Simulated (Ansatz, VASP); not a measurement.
**Two plane-wave programs on CdS**

The input POSCAR:

```
CdS
1.0
    0.0000000000      2.9165000000      2.9165000000
    2.9165000000      0.0000000000      2.9165000000
    2.9165000000      2.9165000000      0.0000000000
Cd S
1 1
Direct
    0.0000000000      0.0000000000      0.0000000000
    0.7500000000      0.7500000000      0.7500000000
```

INCAR.step1

```
SYSTEM = CdS
  PREC = Accurate
  ENCUT = 520
  EDIFF = 1E-5
  ISMEAR = -1
  SIGMA = 0.05
  LREAL = .False.
  LASPH = .True.
  NELM = 80
  ALGO = Normal
  ISIF = 2
  LWAVE = .True.
  LCHARG = .False.
  GGA = PE
  NBANDS = 16
```

The input INCAR.step2:

```
SYSTEM = CdS
  PREC = Accurate
  ENCUT = 520
  EDIFF = 1E-6
  ISMEAR = -1
  SIGMA = 0.05
  LREAL = .False.
  LASPH = .True.
  NELM = 80
  ALGO = Normal
  ISIF = 2
  LWAVE = .False.
  LCHARG = .False.
  GGA = PE
  LHFCALC = .True.
  AEXX = 0.4
  HFSCREEN = 0.2
  PRECFOCK = Normal
  ISTART = 1
  NBANDS = 16
```

The input KPOINTS:

```
regular mesh
0
Gamma
  4 4 4
  0 0 0
```

The input input.yaml:

```yaml
crystal:
  lattice:
    - [0.0, 2.9165, 2.9165]
    - [2.9165, 0.0, 2.9165]
    - [2.9165, 2.9165, 0.0]
  atoms:
    - { symbol: Cd, position: [0.0, 0.0, 0.0] }
    - { symbol: S, position: [0.75, 0.75, 0.75] }
hamiltonian:
  xc: { exchange: pbe, correlation: pbe, exx: { coeff: 0.4, omega: 0.2 } }
  pseudopotentials: { kind: paw }
kpoints:
  mp_grid: { grid: [4, 4, 4] }
scf:
  occupations: { method: fermi_dirac, width: 0.05 }
output:
  forces: true
  stress: true
  eigenvalues: true
  write_density: true
  write_potential: true
  elf: true
  volumetric_format: npy
```

Alike in both runs: task single point; functional PBE-based screened hybrid with a share of 0.4 of exact exchange and HFSCREEN = 0.2; k mesh 4 × 4 × 4; occupations fermi-dirac, width 0.05 eV; no spin polarisation.

|  | VASP | Ansatz |
| --- | --- | --- |
| version | VASP 6.6.1 | Ansatz 0.2.0 |
| potentials or method | VASP PAW PBE potentials, release 64 (Cd, S) | Ansatz PAW |
| plane-wave cutoff (eV) | 520 | 420 |
| valence electrons in the cell | 18 | 26 |

|  | VASP | Ansatz | Ansatz less VASP |
| --- | --- | --- | --- |
| gap on the k mesh at the Fermi level (eV) | 2.88 | 2.88 | -0.005 |
| least direct gap on the mesh (eV) | 2.88 | 2.88 | -0.005 |
| pressure (GPa) | 1.5 | 1.3 | -0.28 |

VASP's potentials were made for PBE, not for PBE-based screened hybrid. With one functional, cell and mesh, what is left measures potentials, basis and numerics. VASP's potentials hold 18 valence electrons a cell and Ansatz's 26, so a difference there can come from the potentials and not from the codes.

The k mesh is coarse, so the values compare programs but aren't converged.
